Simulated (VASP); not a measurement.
# Li2O (Fm-3m) in VASP: single point with HSE06

Aim: the single point of Li2O with HSE06.

Everything below comes from runs of VASP 6.6.1. Logs are shortened: lines on timing, memory, paths and dates and some standing lists are left out, and cuts for length are marked.

### 1 The cell of the first run

It takes space group Fm-3m (No. 225, cubic). Conventional cell: a = 4.571 Å, b = 4.571 Å, c = 4.571 Å, α = 90.00°, β = 90.00°, γ = 90.00°. Li (site symmetry -43m) has 4 O at 1.98 Å and 6 Li at 2.29 Å within 2.6 Å. O (site symmetry m-3m) has 8 Li at 1.98 Å within 2.6 Å.

### 2 Single point, HSE06

Input file POSCAR:

```
Li2O
1.0
    0.0000000000      2.2853775200      2.2853775200
    2.2853775200      0.0000000000      2.2853775200
    2.2853775200      2.2853775200      0.0000000000
Li O
2 1
Direct
    0.2500000000      0.2500000000      0.2500000000
    0.7500000000      0.7500000000      0.7500000000
    0.0000000000      0.0000000000      0.0000000000
```

Input file INCAR.step1:

```
SYSTEM = Li2O
PREC = Accurate
ENCUT = 650
EDIFF = 1E-5
ISMEAR = -1
SIGMA = 0.02
LREAL = .FALSE.
LASPH = .TRUE.
NELM = 120
ALGO = Normal
ISIF = 2
LWAVE = .TRUE.
LCHARG = .FALSE.
GGA = PE
NBANDS = 13
GGA_COMPAT = .FALSE.
KPAR = 4
```

Input file INCAR.step2:

```
SYSTEM = Li2O
PREC = Accurate
ENCUT = 650
EDIFF = 1E-6
ISMEAR = -1
SIGMA = 0.02
LREAL = .FALSE.
LASPH = .TRUE.
NELM = 120
ALGO = Normal
ISIF = 2
LWAVE = .FALSE.
LCHARG = .FALSE.
GGA = PE
LHFCALC = .TRUE.
HFSCREEN = 0.2079
PRECFOCK = Normal
ISTART = 1
NBANDS = 13
GGA_COMPAT = .FALSE.
KPAR = 4
```

Input file KPOINTS:

```
Automatic mesh
0
G
  8 8 8
  0 0 0
```

Potentials or basis: VASP PAW PBE potentials, release 64 (Li_sv, O).

Run with:

```
$ cat potpaw_PBE.64/Li_sv/POTCAR potpaw_PBE.64/O/POTCAR > POTCAR
$ cp INCAR.step1 INCAR
$ mpirun -np 4 vasp_std > vasp.out
$ cp INCAR.step2 INCAR
$ mpirun -np 4 vasp_std > vasp.out
```

OUTCAR:

```text
SYSTEM = Li2O
   PREC = Accurate
   ENCUT = 650
   EDIFF = 1E-6
   ISMEAR = -1
   LREAL = .FALSE.
   LASPH = .TRUE.
   NELM = 120
   ISIF = 2
   GGA = PE
   LHFCALC = .TRUE.
   HFSCREEN = 0.2079
   PRECFOCK = Normal
   ISTART = 1

 ion  position               nearest neighbor table
   1  0.250  0.250  0.250-   3 1.98   3 1.98   3 1.98   3 1.98   2 2.29   2 2.29   2 2.29   2 2.29
                             2 2.29   2 2.29
   2  0.750  0.750  0.750-   3 1.98   3 1.98   3 1.98   3 1.98   1 2.29   1 2.29   1 2.29   1 2.29
                             1 2.29   1 2.29
   3  0.000  0.000  0.000-   2 1.98   2 1.98   2 1.98   1 1.98   2 1.98   1 1.98   1 1.98   1 1.98

  LATTYP: Found a face centered cubic cell.
 ALAT       =     4.5707550400

  Lattice vectors:

 A1 = (   0.0000000000,   2.2853775200,   2.2853775200)
 A2 = (   2.2853775200,   0.0000000000,   2.2853775200)
 A3 = (   2.2853775200,   2.2853775200,   0.0000000000)

Analysis of symmetry for initial positions (statically):
=====================================================================
 Subroutine PRICEL returns:
 Original cell was already a primitive cell.

 Routine SETGRP: Setting up the symmetry group for a
 face centered cubic supercell.

 Subroutine GETGRP returns: Found 48 space group operations
 (whereof 48 operations were pure point group operations)
 out of a pool of 48 trial point group operations.

The static configuration has the point symmetry O_h .

Analysis of symmetry for dynamics (positions and initial velocities):
=====================================================================
 Subroutine PRICEL returns:
 Original cell was already a primitive cell.

 Routine SETGRP: Setting up the symmetry group for a
 face centered cubic supercell.

 Subroutine GETGRP returns: Found 48 space group operations
 (whereof 48 operations were pure point group operations)
 out of a pool of 48 trial point group operations.

The dynamic configuration has the point symmetry O_h .

 Subroutine INISYM returns: Found 48 space group operations
 (whereof 48 operations are pure point group operations),
 and found     1 'primitive' translations

----------------------------------------------------------------------------------------

                                     Primitive cell

  volume of cell :      23.8728

  direct lattice vectors                    reciprocal lattice vectors
     0.000000000  2.285377520  2.285377520    -0.218782234  0.218782234  0.218782234
     2.285377520  0.000000000  2.285377520     0.218782234 -0.218782234  0.218782234
     2.285377520  2.285377520  0.000000000     0.218782234  0.218782234 -0.218782234

  length of vectors
     3.232011884  3.232011884  3.232011884     0.378941946  0.378941946  0.378941946

  position of ions in fractional coordinates (direct lattice)
     0.250000000  0.250000000  0.250000000
     0.750000000  0.750000000  0.750000000
     0.000000000  0.000000000  0.000000000

  ion indices of the primitive-cell ions
   primitive index   ion index
                 1           1
                 2           2
                 3           3

----------------------------------------------------------------------------------------

 KPOINTS: Automatic mesh

Automatic generation of k-mesh.
 Grid dimensions read from file:
 generate k-points for:    8    8    8

 Generating k-lattice:

  Cartesian coordinates                     Fractional coordinates (reciprocal lattice)
    -0.027347779  0.027347779  0.027347779     0.125000000  0.000000000  0.000000000
     0.027347779 -0.027347779  0.027347779     0.000000000  0.125000000  0.000000000
     0.027347779  0.027347779 -0.027347779     0.000000000  0.000000000  0.125000000

  Length of vectors
     0.047367743  0.047367743  0.047367743

  Shift w.r.t. Gamma in fractional coordinates (k-lattice)
     0.000000000  0.000000000  0.000000000

 Subroutine IBZKPT returns following result:
 ===========================================

 Found     29 irreducible k-points:

 Following reciprocal coordinates:
            Coordinates               Weight
  0.000000  0.000000  0.000000      1.000000
  0.125000  0.000000  0.000000      8.000000
  0.250000  0.000000  0.000000      8.000000
  0.375000  0.000000  0.000000      8.000000
  0.500000  0.000000  0.000000      4.000000
  0.125000  0.125000  0.000000      6.000000
[... 16 lines left out ...]
  0.500000  0.250000  0.125000     48.000000
 -0.375000  0.250000  0.125000     24.000000
 [... further k-points ...]
   k-points           NKPTS =     29   k-points in BZ     NKDIM =    512   number of bands    NBANDS=     13
   number of dos      NEDOS =    301   number of ions     NIONS =      3
   total plane-waves  NPLWV =  21952
   dimension x,y,z NGX =    28 NGY =   28 NGZ =   28
   dimension x,y,z NGXF=    56 NGYF=   56 NGZF=   56
   ions per type =               2   1
   NGX,Y,Z   is equivalent  to a cutoff of  14.40, 14.40, 14.40 a.u.
   NGXF,Y,Z  is equivalent  to a cutoff of  28.80, 28.80, 28.80 a.u.
 SYSTEM =  Li2O
   PREC   = accura    normal or accurate (medium, high low for compatibility)
   ISTART =      1    job   : 0-new  1-cont  2-samecut
   ICHARG =      0    charge: 1-file 2-atom 10-const
   ISPIN  =      1    spin polarized calculation?
   LNONCOLLINEAR =      F non collinear calculations
   LSORBIT =      F    spin-orbit coupling
   LASPH  =      T    aspherical Exc in radial PAW
   ENCUT  =  650.0 eV  47.77 Ry    6.91 a.u.   6.72  6.72  6.72*2*pi/ulx,y,z
   NELM   =    120;   NELMIN=  2; NELMDL=  0     # of ELM steps
   EDIFF  = 0.1E-05   stopping-criterion for ELM
   LREAL  =      F    real-space projection
   EDIFFG = 0.1E-04   stopping-criterion for IOM
   NSW    =      0    number of steps for IOM
   IBRION =     -1    ionic relax: 0-MD 1-quasi-New 2-CG
   NFREE  =      0    steps in history (QN), initial steepest desc. (CG)
   ISIF   =      2    stress and relaxation
   ISYM   =      3    0-nonsym 1-usesym 2-fastsym
   POTIM  = 0.5000    time-step for ionic-motion
   TEBEG  =    0.0;   TEEND  =   0.0 temperature during run
   PSTRESS=    0.0 pullay stress
   NELECT =      12.0000    total number of electrons
   NUPDOWN=      -1.0000    fix difference up-down
   EMIN   =  10.00;   EMAX   =-10.00  energy-range for DOS
   EFERMI =   0.00;   METHOD = LEGACY
   ISMEAR =    -1;   SIGMA  =   0.02  broadening in eV -4-tet -1-fermi 0-gaus
   EFERMI_NEDOS =   21; number of points for ismear=-14 and -15
   IALGO  =     38    algorithm
   IMIX   =      1    mixing-type and parameters
     AMIX     =   0.40;   BMIX     =  1.00
     AMIX_MAG =   1.60;   BMIX_MAG =  1.00
  volume/ion in A,a.u.               =       7.96        53.70
  Fermi-wavevector in a.u.,A,eV,Ry     =   1.301669  2.459798 23.052932  1.694343
  Thomas-Fermi vector in A             =   2.432788
   LORBIT       =      0    0 simple, 1 ext, 2 COOP (PROOUT), +10 PAW based schemes
   GGA     = PE    functional components
   LHFCALC =     T    Hartree Fock is set to
   PRECFOCK=normal    Normal, Fast or Accurate (Low or Medium for compatibility)
   ENCUT4O =  -1.0   cutoff for four orbital integrals eV
   NKREDX  =     1    reduce k-point grid by
   NKREDY  =     1    reduce k-point grid by
   NKREDZ  =     1    reduce k-point grid by
   AEXX    =    0.2500 exact exchange contribution
   HFSCREEN=    0.2079 screening length (either q_TF or 0.3 A-1)
   HFSCREENC=   0.2079 screening length for correlation (either q_TF or 0.3 A-1)
   ENCUTFOCK=  -1.0 apply spherical cutoff to Coloumb kernel
   IVDW    =     0    specifies the selected vdW correction
   LEPSILON=     F    determine dielectric tensor
   LRPA    =     F    only Hartree local field effects (RPA)
 non-spin polarized calculation
  energy-cutoff  :      650.00
  volume of cell :       23.87
 maximum number of plane-waves:       934
  NGX = 24; NGY = 24; NGZ = 24

 number of electron      12.0000004 magnetization

 Free energy of the ion-electron system (eV)
  ---------------------------------------------------
  ext. energy  EPLUGINS =         0.00000000
  ---------------------------------------------------
  free energy    TOTEN  =       -16.70894942 eV

  energy without entropy =      -16.70894942  energy(sigma->0) =      -16.70894942

 E-fermi :   0.7351     XC(G=0):  -8.1392

 val. band max:        0.2820998520   @ k =   0.0000   0.0000   0.0000
 cond. band min:       6.9258432582   @ k =   0.5000   0.5000   0.0000
 fundamental gap:      6.6437434062
 Fermi energy:         0.7350836220

 k-point     1 :       0.0000    0.0000    0.0000
  band No.  band energies     occupation
      1     -45.1518      2.00000
      2     -44.7853      2.00000
      3     -16.6989      2.00000
      4       0.2821      2.00000
      5       0.2821      2.00000
      6       0.2821      2.00000
      7       7.4472      0.00000
      8      14.2879      0.00000
      9      14.2879      0.00000
     10      14.2879      0.00000
     11      21.5873      0.00000
     12      21.5873      0.00000
     13      21.5873      0.00000

 k-point     2 :       0.1250    0.0000    0.0000
  band No.  band energies     occupation
      1     -45.1354      2.00000
      2     -44.7972      2.00000
      3     -16.6639      2.00000
      4      -0.2636      2.00000
      5       0.2023      2.00000
      6       0.2023      2.00000
      7       7.8823      0.00000
      8      14.3548      0.00000
      9      14.5229      0.00000
     10      14.5229      0.00000
     11      20.1725      0.00000
     12      20.1725      0.00000
     13      22.1468      0.00000
[... 321 lines left out ...]
 k-point    23 :       0.5000    0.2500    0.1250
  band No.  band energies     occupation
      1     -45.0070      2.00000
      2     -44.8948      2.00000
      3     -16.4368      2.00000
      4      -2.1316      2.00000
      5      -0.8561      2.00000
      6      -0.4276      2.00000
      7       9.6705      0.00000
      8      13.1992      0.00000
      9      15.6745      0.00000
     10      16.1203      0.00000
     11      18.3715      0.00000
     12      22.1364      0.00000
     13      25.3724      0.00000

 k-point    24 :      -0.3750    0.2500    0.1250
  band No.  band energies     occupation
      1     -44.9489      2.00000
      2     -44.9488      2.00000
      3     -16.4040      2.00000
      4      -2.4015      2.00000
      5      -0.8322      2.00000
      6      -0.6071      2.00000
      7      10.1366      0.00000
      8      12.7538      0.00000
      9      15.6014      0.00000
     10      16.0697      0.00000
     11      20.2838      0.00000
     12      20.6351      0.00000
     13      25.9784      0.00000

 [... further k-points ...]

------------------------ aborting loop because EDIFF is reached ----------------------------------------

  FORCE on cell =-STRESS in cart. coord.  units (eV):
  Direction    XX          YY          ZZ          XY          YZ          ZX
  --------------------------------------------------------------------------------------
  -------------------------------------------------------------------------------------
  Total       -0.1061059     -0.1061059     -0.1061059      0.0000000      0.0000000     -0.0000000
  in kB       -7.1210875     -7.1210875     -7.1210875      0.0000000      0.0000000     -0.0000000
  external PRESSURE =      -7.1210875 kB  Pullay stress =       0.0000000 kB

 VOLUME and BASIS-vectors are now :
 -----------------------------------------------------------------------------
  energy-cutoff  :      650.00
  volume of cell :       23.87
      direct lattice vectors                 reciprocal lattice vectors
     0.000000000  2.285377520  2.285377520    -0.218782234  0.218782234  0.218782234
     2.285377520  0.000000000  2.285377520     0.218782234 -0.218782234  0.218782234
     2.285377520  2.285377520  0.000000000     0.218782234  0.218782234 -0.218782234

 POSITION                                       TOTAL-FORCE (eV/Angst)
 -----------------------------------------------------------------------------------
      1.14269      1.14269      1.14269         0.000000      0.000000      0.000000
      3.42807      3.42807      3.42807        -0.000000     -0.000000     -0.000000
      0.00000      0.00000      0.00000        -0.000000     -0.000000      0.000000
 -----------------------------------------------------------------------------------
    total drift:                                0.000000      0.000000      0.000000

  FREE ENERGIE OF THE ION-ELECTRON SYSTEM (eV)
  ---------------------------------------------------
  free  energy   TOTEN  =       -16.7089494151 eV

  energy  without entropy=      -16.7089494151  energy(sigma->0) =      -16.70894942
```

It took 19 min on 4 MPI ranks of AMD EPYC 7R13 (Zen 3), shared host; peak memory 0.25 GiB.

Results:

```yaml
Free_energy: -16.7089 eV
Pressure: -0.7 GPa
Band_gap_on_the_k_mesh: 6.64 eV (least direct gap 7.17 eV)
```

Caveat: the PAW data sets were made with another functional, which shifts forces and pressure a little. A k mesh can miss the band edges.
